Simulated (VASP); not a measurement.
Runs of VASP 6.6.1 on Mo. The structure is that of space group I4/mmm (No. 139), or close to it. The cells are those of the table. 

| cell | further INCAR settings | gap on the mesh (eV) | pressure (GPa) |
| --- | --- | --- | --- |
| a = 2.765 Å, angles 117.3, 117.3, 94.8°, 1 atom | ALGO = Fast; EDIFF = 1e-06; NBANDS = 13 | none | (b) |
| a = 2.742 Å, angles 114.7, 114.7, 99.4°, 1 atom | ALGO = Fast; EDIFF = 1e-07; NBANDS = 13 | none | 8.5 |
| a = 2.788 Å, angles 101.5, 101.5, 126.9°, 1 atom | ALGO = Fast; EDIFF = 1e-06; NBANDS = 13 | none | 18.7 |
| a = 2.756 Å, angles 103.5, 103.5, 122.2°, 1 atom | ALGO = Fast; EDIFF = 1e-07; NBANDS = 13 | none | (a) |
| a = 2.725 Å, angles 107.3, 107.3, 113.9°, 1 atom | ALGO = Fast; EDIFF = 1e-07; NBANDS = 13 | none | 6.4 |

Alike in all rows: task single point; level PBE; potentials or basis VASP PAW PBE potentials, release 64 (Mo_sv); no spin polarisation; k mesh 24 × 24 × 24; cutoff (eV) 520; smearing gaussian 0.15 eV.

Problem. Estimate the missing entries.

Solution. (a) 12.2; (b) 9.1.

Caveats: the cell stands under pressure.

A k mesh can miss the band edges, and the runs leave out spin-orbit coupling on Mo.

A gap of «none» marks levels without a gap at the run's occupations.
